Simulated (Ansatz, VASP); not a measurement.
One calculation of Ni, two programs

INCAR

```
SYSTEM = Ni
  ALGO = Normal
  EDIFF = 1E-6
  ENCUT = 520
  ISIF = 2
  ISMEAR = -1
  ISPIN = 2
  LASPH = .True.
  LCHARG = .False.
  LMAXMIX = 4
  LORBIT = 11
  LREAL = .False.
  LWAVE = .False.
  MAGMOM = 1.5
  NBANDS = 15
  NELM = 150
  PREC = Accurate
  SIGMA = 0.1
```

Contents of KPOINTS:

```
k-points
0
Gamma
  16 16 16
  0 0 0
```

POSCAR

```
Ni
1.0
    0.0000000000      1.5936775541      1.5936775541
    1.5936775541      0.0000000000      1.5936775541
    1.5936775541      1.5936775541      0.0000000000
Ni
1
Direct
    0.0000000000      0.0000000000      0.0000000000
```

Input for Ansatz:

```yaml
crystal:
  lattice:
    - [0.0, 1.5936775541, 1.5936775541]
    - [1.5936775541, 0.0, 1.5936775541]
    - [1.5936775541, 1.5936775541, 0.0]
  atoms:
    - { symbol: Ni, position: [0.0, 0.0, 0.0], spin: 1.5 }
magnetization:
  spin_polarized: true
kpoints:
  mp_grid: { grid: [16, 16, 16] }
scf:
  occupations: { method: fermi_dirac, width: 0.1 }
hamiltonian:
  xc: lda
  pseudopotentials: { kind: paw }
output:
  forces: true
  stress: true
  eigenvalues: true
  populations: true
```

Change from the starting cell: volume scaled by 0.74, PAW files.

Alike in both runs: task single point; functional LDA; k mesh 16 × 16 × 16; occupations fermi-dirac, width 0.1 eV; collinear spin.

|  | VASP | Ansatz |
| --- | --- | --- |
| version | VASP 6.6.1 | Ansatz 0.2.0 |
| potentials or method | VASP PAW LDA potentials, release 64 (Ni) | PAW with Ansatz's default frozen-core files, scalar-relativistic |
| plane-wave cutoff (eV) | 520 | 420 |
| valence electrons in the cell | 10 | 18 |

|  | VASP | Ansatz | Ansatz less VASP |
| --- | --- | --- | --- |
| pressure (GPa) | 91.1 | 91.8 | +0.70 |
| net moment per atom (μB) | 0.50 | 0.52 | +0.024 |
| size of the moment on the site where the two differ most (μB) | 0.48 | 0.53 | +0.052 |

LDA's correlation is that of Perdew and Zunger in VASP and of Perdew and Wang (1992) in Ansatz. Site moments also hang on the region over which each program counts them. Both programs put the cell under a high pressure, so it lies far from rest at this level. VASP's potentials hold 10 valence electrons a cell and Ansatz's 18, so a difference there can come from the potentials and not from the codes.

Noted on VASP's run: the cell as given lies far from equilibrium.
